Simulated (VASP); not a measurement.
# Sn: single point with PBE

Crystal: Sn.

```xyz
2
Lattice="0.0000 3.2937 3.2937 3.2937 0.0000 3.2937 3.2937 3.2937 0.0000" Properties=species:S:1:pos:R:3 pbc="T T T"
Sn    0.0000    0.0000    0.0000
Sn    1.6469    1.6469    1.6469
```

This isn't the form of Sn at room conditions, which is tetragonal (white tin).

```yaml
Program: VASP 6.6.1
Task: single point
Functional: PBE
Potentials_or_basis: VASP PAW PBE potentials, release 64 (Sn_d)
Cutoff: 520 eV
k_mesh: 12 × 12 × 12
Occupations: gaussian, width 0.1 eV
Spin: no spin polarisation
```

- Pressure: 1.1 GPa
- Band gap on the k mesh: zero (bands 14 and 15 overlap by 0.18 eV)

Levels at points of the mesh, in eV from the Fermi level:
```csv
k point,band 10,band 11,band 12,band 13,band 14,band 15,band 16,band 17,band 18,band 19
"(0.00, 0.00, 0.00)",-21.26,-10.30,-0.93,0.10,0.10,0.10,2.16,2.16,2.16,5.00
"(0.50, 0.00, 0.00)",-21.21,-8.77,-6.12,-1.04,-1.04,-0.08,3.22,3.22,5.69,8.33
"(0.50, 0.50, 0.00)",-21.20,-7.35,-7.35,-2.31,-2.31,0.88,0.88,7.45,7.45,9.00
```

It took 2.2 min on 1 thread of Intel Xeon 8259CL, on a shared host, peak memory 0.26 GiB.

Caveat: spin-orbit coupling is left out, which moves the levels of the heavy elements.
